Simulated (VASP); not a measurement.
Write the native input for VASP 6.6.1 that does the following.

- Task: single point
- Functional: PBE
- Potentials or basis: VASP PAW PBE potentials, release 64 (Mg, S)
- Cutoff: 600 eV
- k mesh: 8 × 8 × 8
- Occupations: gaussian, width 0.01 eV
- Spin: no spin polarisation
- Dipole correction: no
- Further INCAR settings: ALGO = Normal; EDIFF = 1e-06; NBANDS = 11

The structure of MgS lies in POSCAR:

```
MgS
1.0
    0.0000000000      2.6148576572      2.6148576572
    2.6148576572      0.0000000000      2.6148576572
    2.6148576572      2.6148576572      0.0000000000
Mg S
1 1
Direct
    0.0000000000      0.0000000000      0.0000000000
    0.5000000000      0.5000000000      0.5000000000
```

The input as run:

INCAR

```
PREC = Accurate
ENCUT = 600
EDIFF = 1E-6
ISMEAR = 0
SIGMA = 0.01
LREAL = False
LASPH = True
NELM = 120
ALGO = Normal
ISIF = 2
LWAVE = False
LCHARG = True
GGA = PE
LELF = True
LVHAR = True
NBANDS = 11
GGA_COMPAT = False
```

KPOINTS

```
regular mesh
0
Gamma
  8 8 8
```

Potentials or basis: VASP PAW PBE potentials, release 64 (Mg, S).

Command:

```sh
$ cat potpaw_PBE.64/Mg/POTCAR potpaw_PBE.64/S/POTCAR > POTCAR
$ mpirun -np 1 vasp_std > vasp.out
```

Results of the run:

The pressure is -0.3 GPa. The band gap on the k mesh is 2.74 eV (least direct gap 3.59 eV).

Run time: 24 s on 1 thread of Intel Xeon 8259CL, on a shared host, peak memory 0.17 GiB.
